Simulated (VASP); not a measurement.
A run of VASP 6.6.1 is set up as follows.

Contents of INCAR:

```
SYSTEM = PtSe2
PREC = Accurate
ENCUT = 520
EDIFF = 1E-7
ISMEAR = -1
SIGMA = 0.02
LREAL = .FALSE.
LASPH = .TRUE.
NELM = 60
ALGO = Normal
ISIF = 2
LWAVE = .FALSE.
LCHARG = .FALSE.
GGA = PE
NBANDS = 18
```

KPOINTS

```
Automatic mesh
0
G
  8 8 8
  0 0 0
```

POSCAR

```
PtSe2
1.0
    1.8936899371      1.0933223949      5.9104908650
   -1.8936899371      1.0933223949      5.9104908650
    0.0000000000     -2.1866447899      5.9104908650
Pt Se
1 2
Direct
    0.0000000000      0.0000000000      0.0000000000
    0.2612829643      0.2612829643      0.2612829643
    0.7387170357      0.7387170357      0.7387170357
```

Potentials or basis: VASP PAW PBE potentials, release 64 (Pt, Se).

Run with:

```sh
$ cat potpaw_PBE.64/Pt/POTCAR potpaw_PBE.64/Se/POTCAR > POTCAR
$ mpirun -np 1 vasp_std > vasp.out
```

Predict the pressure.

-0.2 GPa.

Estimate the band gap on the k mesh.

0.44 eV, indirect (least direct gap 0.84 eV).

Forces on the atoms (eV/Å):
```
Pt   0.000  0.000  0.000
Se   0.000  0.000 -0.083
Se   0.000  0.000  0.083
```

Caveat: the cell differs from its parent crystal (strain +2.6%); spin-orbit coupling is left out, which moves the levels of the heavy elements. A k mesh can miss the band edges.
